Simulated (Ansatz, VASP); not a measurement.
# One calculation of WS2, two programs

```
W S
1.0
     3.22442    0.00000    0.00000
    -1.61221    2.79243    0.00000
     0.00000    0.00000   16.10575
W S
1 2
Direct
  0.33333 0.66667 0.00000
  0.66667 0.33333 0.90758
  0.66667 0.33333 0.09242
```

Change from the starting cell: strain +0.025 along x and y, -0.050 along z, atoms carried along.

Alike in both runs: task single point; functional PBEsol; k mesh 12 × 12 × 2; occupations gaussian, width 0.05 eV; no spin polarisation.

```csv
,VASP,Ansatz
version,VASP 6.6.1,Ansatz 0.2.0
potentials or method,"VASP PAW PBE potentials, release 64 (W_sv, S), cutoff 520 eV","scalar-relativistic, plane waves, PAW"
valence electrons in the cell,26,26
```

|  | VASP | Ansatz | Ansatz less VASP |
| --- | --- | --- | --- |
| gap on the k mesh at the Fermi level (eV) | 1.02 | 1.00 | -0.015 |
| least direct gap on the mesh (eV) | 1.49 | 1.48 | -0.004 |
| rms of the force components (eV/Å) | 0.519 | 0.509 | -0.0105 |

VASP's potentials were made for PBE, not for PBEsol. Atom by atom the forces differ by 0.010 eV/Å (rms over components). The functional is the same, so the differences come from potentials, cutoffs and numerics.

Spin-orbit coupling is off throughout.
